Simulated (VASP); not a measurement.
# B3N2 (P6/mmm) in VASP: single point with PBE

Aim: the single point of B3N2 with PBE.

Everything below comes from runs of VASP 6.6.1. Logs are shortened: lines on timing, memory, paths and dates and some standing lists are left out, and cuts for length are marked.

### 1 The cell of the first run

The structure is hexagonal, space group P6/mmm (No. 191). Conventional cell: a = 3.691 Å, b = 3.691 Å, c = 3.538 Å, α = 90.00°, β = 90.00°, γ = 120.00°. Within 2.4 Å of B (site symmetry mmm) lie 4 B at 1.85 Å and 4 N at 2.17 Å. N (site symmetry 6mm) has 1 N at 1.25 Å within 1.7 Å.

The cell was generated, and may not be a known phase.

### 2 Single point, PBE

Contents of INCAR:

```
PREC = Accurate
ENCUT = 1330
EDIFF = 1E-6
ISMEAR = 0
SIGMA = 0.1
LREAL = False
LASPH = True
NELM = 120
ALGO = Normal
ISIF = 2
LWAVE = False
LCHARG = False
GGA = PE
NBANDS = 18
GGA_COMPAT = False
```

Contents of KPOINTS:

```
Automatic mesh
0
Gamma
  6 6 6
```

Contents of POSCAR:

```
B3N2
1.0
    3.6911684000      0.0000000000      0.0000000000
   -1.8455842000      3.1966456000      0.0000000000
    0.0000000000      0.0000000000      3.5378579800
B N
3 2
Direct
    0.5000000000      0.0000000000      0.0000000000
    0.0000000000      0.5000000000      0.0000000000
    0.5000000000      0.5000000000      0.0000000000
    0.0000000000      0.0000000000      0.3239800200
    0.0000000000      0.0000000000      0.6760199800
```

Potentials or basis: VASP PAW PBE potentials, release 64 (B_h, N_h).

Run with:

```
$ cat potpaw_PBE.64/B_h/POTCAR potpaw_PBE.64/N_h/POTCAR > POTCAR
$ mpirun -np 1 vasp_std > vasp.out
```

OUTCAR:

```text
PREC = Accurate
   ENCUT = 1330
   EDIFF = 1E-6
   ISMEAR = 0
   LREAL = False
   LASPH = True
   NELM = 120
   ISIF = 2
   GGA = PE

 ion  position               nearest neighbor table
   1  0.500  0.000  0.000-
   2  0.000  0.500  0.000-
   3  0.500  0.500  0.000-
   4  0.000  0.000  0.324-   5 1.25
   5  0.000  0.000  0.676-   4 1.25

  LATTYP: Found a hexagonal cell.
 ALAT       =     3.6911684000
 C/A-ratio  =     0.9584656121

  Lattice vectors:

 A1 = (   3.6911684000,   0.0000000000,   0.0000000000)
 A2 = (  -1.8455842000,   3.1966456000,   0.0000000000)
 A3 = (   0.0000000000,   0.0000000000,   3.5378579800)

Analysis of symmetry for initial positions (statically):
=====================================================================
 Subroutine PRICEL returns:
 Original cell was already a primitive cell.

 Routine SETGRP: Setting up the symmetry group for a
 hexagonal supercell.

 Subroutine GETGRP returns: Found 24 space group operations
 (whereof 24 operations were pure point group operations)
 out of a pool of 24 trial point group operations.

The static configuration has the point symmetry D_6h.

Analysis of symmetry for dynamics (positions and initial velocities):
=====================================================================
 Subroutine PRICEL returns:
 Original cell was already a primitive cell.

 Routine SETGRP: Setting up the symmetry group for a
 hexagonal supercell.

 Subroutine GETGRP returns: Found 24 space group operations
 (whereof 24 operations were pure point group operations)
 out of a pool of 24 trial point group operations.

The dynamic configuration has the point symmetry D_6h.

 Subroutine INISYM returns: Found 24 space group operations
 (whereof 24 operations are pure point group operations),
 and found     1 'primitive' translations

----------------------------------------------------------------------------------------

                                     Primitive cell

  volume of cell :      41.7445

  direct lattice vectors                    reciprocal lattice vectors
     3.691168400  0.000000000  0.000000000     0.270916927  0.156413961  0.000000000
    -1.845584200  3.196645600  0.000000000     0.000000000  0.312827922  0.000000000
     0.000000000  0.000000000  3.537857980     0.000000000  0.000000000  0.282656909

  length of vectors
[... 89 lines left out ...]
   LREAL  =      F    real-space projection
   EDIFFG = 0.1E-04   stopping-criterion for IOM
   NSW    =      0    number of steps for IOM
   IBRION =     -1    ionic relax: 0-MD 1-quasi-New 2-CG
   NFREE  =      0    steps in history (QN), initial steepest desc. (CG)
   ISIF   =      2    stress and relaxation
   ISYM   =      2    0-nonsym 1-usesym 2-fastsym
   POTIM  = 0.5000    time-step for ionic-motion
   TEBEG  =    0.0;   TEEND  =   0.0 temperature during run
   PSTRESS=    0.0 pullay stress
   NELECT =      19.0000    total number of electrons
   NUPDOWN=      -1.0000    fix difference up-down
   EMIN   =  10.00;   EMAX   =-10.00  energy-range for DOS
   EFERMI =   0.00;   METHOD = LEGACY
   ISMEAR =     0;   SIGMA  =   0.10  broadening in eV -4-tet -1-fermi 0-gaus
   EFERMI_NEDOS =   21; number of points for ismear=-14 and -15
   IALGO  =     38    algorithm
   IMIX   =      4    mixing-type and parameters
     AMIX     =   0.40;   BMIX     =  1.00
     AMIX_MAG =   1.60;   BMIX_MAG =  1.00
  volume/ion in A,a.u.               =       8.35        56.34
  Fermi-wavevector in a.u.,A,eV,Ry     =   1.259292  2.379717 21.576342  1.585816
  Thomas-Fermi vector in A             =   2.392859
   LORBIT       =      0    0 simple, 1 ext, 2 COOP (PROOUT), +10 PAW based schemes
   GGA     = PE    functional components
   LHFCALC =     F    Hartree Fock is set to
   AEXX    =    0.0000 exact exchange contribution
   IVDW    =     0    specifies the selected vdW correction
   LEPSILON=     F    determine dielectric tensor
   LRPA    =     F    only Hartree local field effects (RPA)
 non-spin polarized calculation
 Gauss-broadening in eV      SIGMA  =   0.10
  energy-cutoff  :     1330.00
  volume of cell :       41.74
 maximum number of plane-waves:      4641
 NGX is ok and might be reduce to    48
   NGX = 21   NGY = 21   NGZ = 21

 number of electron      19.0000000 magnetization

 Free energy of the ion-electron system (eV)
  ---------------------------------------------------
  ext. energy  EPLUGINS =         0.00000000
  ---------------------------------------------------
  free energy    TOTEN  =       -28.64857239 eV

  energy without entropy =      -28.63636090  energy(sigma->0) =      -28.64246665

 E-fermi :   7.6383     XC(G=0): -11.2487

 val. band max:        7.6212692532   @ k =   0.0000   0.0000   0.1667
 cond. band min:       7.6428335993   @ k =   0.5000   0.0000   0.5000
 fundamental gap:      0.0215643461
 Fermi energy:         7.6383074484

 k-point     1 :       0.0000    0.0000    0.0000
  band No.  band energies     occupation
      1     -14.8410      2.00000
      2      -6.3942      2.00000
      3      -3.2235      2.00000
      4      -0.8371      2.00000
      5      -0.8371      2.00000
      6      -0.0056      2.00000
[... 481 lines left out ...]
      5      -0.7283      2.00000
      6       0.8599      2.00000
[... 10 lines left out ...]
     17      17.7895      0.00000
     18      18.2622      0.00000

 [... further k-points ...]

------------------------ aborting loop because EDIFF is reached ----------------------------------------

  FORCE on cell =-STRESS in cart. coord.  units (eV):
  Direction    XX          YY          ZZ          XY          YZ          ZX
  --------------------------------------------------------------------------------------
  -------------------------------------------------------------------------------------
  Total       -5.9418021     -5.9418020      7.5394105     -0.0000000      0.0000000      0.0000000
  in kB     -228.0499692   -228.0499686    289.3671504     -0.0000000      0.0000000      0.0000000
  external PRESSURE =     -55.5775958 kB  Pullay stress =       0.0000000 kB

 VOLUME and BASIS-vectors are now :
 -----------------------------------------------------------------------------
  energy-cutoff  :     1330.00
  volume of cell :       41.74
      direct lattice vectors                 reciprocal lattice vectors
     3.691168400  0.000000000  0.000000000     0.270916927  0.156413961  0.000000000
    -1.845584200  3.196645600  0.000000000     0.000000000  0.312827922  0.000000000
     0.000000000  0.000000000  3.537857980     0.000000000  0.000000000  0.282656909

 POSITION                                       TOTAL-FORCE (eV/Angst)
 -----------------------------------------------------------------------------------
      1.84558      0.00000      0.00000        -0.000000      0.000000      0.000000
     -0.92279      1.59832      0.00000        -0.000000      0.000000      0.000000
      0.92279      1.59832      0.00000        -0.000000      0.000000      0.000000
      0.00000      0.00000      1.14620        -0.000000      0.000000      0.386384
      0.00000      0.00000      2.39166         0.000000     -0.000000     -0.386384
 -----------------------------------------------------------------------------------
    total drift:                                0.000000      0.000000      0.000000

  FREE ENERGIE OF THE ION-ELECTRON SYSTEM (eV)
  ---------------------------------------------------
  free  energy   TOTEN  =       -28.6485723908 eV

  energy  without entropy=      -28.6363608995  energy(sigma->0) =      -28.64246665
```

Wall time 35 s (1 thread of Intel Xeon 6975P-C (Granite Rapids), shared host); peak memory 0.31 GiB.

What came out:

- Free energy: -28.6486 eV
- Pressure: -5.6 GPa
- Largest force: 0.386 eV/Å
- Band gap on the k mesh: zero (an odd number of electrons rules out a gap without spin polarisation)

Forces in eV/Å, atoms in the order of the input:
```
B    0.000  0.000  0.000
B    0.000  0.000  0.000
B    0.000  0.000  0.000
N    0.000  0.000  0.386
N    0.000  0.000 -0.386
```

Stress tensor (GPa, compression positive):
```
-22.80   0.00   0.00
  0.00 -22.80   0.00
  0.00   0.00  28.94
```

Caveat: the stress differs along the axes, from -23 to 29 GPa.

The gap in the log of VASP goes by the Fermi energy; the results here count the filled bands.